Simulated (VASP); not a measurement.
## Hf2Pd2Se2Br2O3: relaxation of cell and atoms with PBE

Hf2Pd2Se2Br2O3:

```
Hf Pd Se Br O
1.0
     5.75899    0.00000    0.00000
    -2.87949    4.98743    0.00000
     0.00000    0.00000    8.52547
Hf Pd Se Br O
2 2 2 2 3
Direct
  0.33333 0.66667 0.54201
  0.66667 0.33333 0.54201
  0.33333 0.66667 0.12880
  0.66667 0.33333 0.12880
  0.33333 0.66667 0.85572
  0.66667 0.33333 0.85572
  0.00000 0.00000 0.13895
  0.00000 0.00000 0.65384
  0.50000 0.00000 0.42963
  0.00000 0.50000 0.42963
  0.50000 0.50000 0.42963
```

```yaml
Program: VASP 6.6.1
Task: relaxation of cell and atoms
Functional: PBE
Potentials_or_basis: VASP PAW PBE potentials, release 64 (Hf_pv, Pd, Se, Br, O)
Cutoff: 600 eV
k_mesh: 4 × 4 × 2
Occupations: fermi-dirac, width 0.05 eV
Spin: no spin polarisation
Dipole_correction: no
Further_INCAR_settings: ALGO = Fast; EDIFF = 1e-06; IBRION = 2; EDIFFG = -0.02; NSW = 80; ISIF = 3
```

```yaml
Relaxed_volume: 22.04 Å³/atom
Relaxed_cell: a = 5.754 Å, b = 5.754 Å, c = 8.456 Å, α = 90.00°, β = 90.00°, γ = 120.00°
Space_group_after_relaxing_to_0.1_Å: P6mm (No. 183)
Energy_gained_by_relaxing: 0.5 meV/atom
Ionic_steps: 11
Pressure_after_relaxing: -0.1 GPa
Largest_force_after_relaxing: 0.019 eV/Å
Band_gap_on_the_k_mesh: zero (bands 42 and 43 overlap by 0.10 eV)
```

Forces on the atoms (eV/Å):
```
Hf   0.006 -0.003 -0.017
Hf  -0.006  0.003 -0.017
Pd   0.000  0.000  0.000
Pd   0.000  0.000  0.000
Se   0.000  0.000 -0.001
Se   0.000  0.000 -0.001
Br   0.000  0.000  0.004
Br   0.000  0.000 -0.015
O    0.000  0.000  0.013
O    0.000  0.000  0.013
O    0.000  0.000  0.019
```

The path:
| step | energy change (eV) | largest force (eV/Å) | pressure (GPa) | volume (Å³) |
| --- | --- | --- | --- | --- |
| 1 | 0.0000 | 0.2703 | -0.54 | 244.87 |
| 2 | 0.0075 | 0.4580 | 0.96 | 242.23 |
| 3 | -0.0035 | 0.0286 | -0.01 | 243.91 |
| 4 | -0.0035 | 0.0293 | 0.00 | 243.89 |
| 5 | -0.0037 | 0.0249 | 0.00 | 243.83 |
| 6 | -0.0041 | 0.0247 | -0.01 | 243.66 |
| 7 | -0.0047 | 0.0302 | -0.04 | 243.31 |
| 8 | -0.0048 | 0.0723 | -0.06 | 242.60 |
| 9 | -0.0049 | 0.0537 | -0.04 | 242.90 |
| 10 | -0.0051 | 0.0363 | -0.05 | 242.78 |
| 11 | -0.0053 | 0.0188 | -0.07 | 242.44 |

Final structure:
```
CELL_PARAMETERS angstrom
5.75404 -0.00014 0.00000
-2.87714 4.98308 0.00000
0.00000 0.00000 8.45563
ATOMIC_POSITIONS crystal
Hf 0.33332 0.66668 0.54040
Hf 0.66668 0.33332 0.54040
Pd 0.33332 0.66668 0.13169
Pd 0.66668 0.33332 0.13169
Se 0.33333 0.66667 0.85674
Se 0.66667 0.33333 0.85674
Br 0.00000 0.00000 0.13931
Br 0.00000 0.00000 0.65447
O 0.50000 0.00000 0.42777
O 0.00000 0.50000 0.42777
O 0.50000 0.50000 0.42776
```

Levels at points of the mesh, in eV from the Fermi level:
| k point | band 39 | band 40 | band 41 | band 42 | band 43 | band 44 | band 45 | band 46 |
| --- | --- | --- | --- | --- | --- | --- | --- | --- |
| (0.00, 0.00, 0.00) | -0.77 | 0.01 | 0.01 | 0.01 | 0.40 | 0.40 | 1.21 | 1.92 |
| (0.50, 0.00, 0.00) | -0.75 | -0.70 | -0.40 | -0.20 | 0.05 | 0.43 | 2.38 | 2.56 |
| (0.50, 0.50, 0.00) | -0.75 | -0.70 | -0.40 | -0.20 | 0.05 | 0.43 | 2.38 | 2.56 |
| (0.00, 0.00, 0.50) | -1.06 | 0.01 | 0.01 | 0.06 | 0.44 | 0.44 | 1.73 | 1.73 |
| (0.50, 0.00, 0.50) | -0.75 | -0.74 | -0.41 | -0.11 | 0.05 | 0.49 | 2.45 | 2.58 |
| (0.50, 0.50, 0.50) | -0.75 | -0.74 | -0.41 | -0.11 | 0.05 | 0.49 | 2.45 | 2.58 |

Wall time 28 min on 1 thread of Oxide Virtual Turin-like Processor (shared host), peak memory 0.57 GiB.

Caveat: the k points lie up to 0.37 Å⁻¹ apart in the final cell; spin-orbit coupling is left out, which moves the levels of the heavy elements.
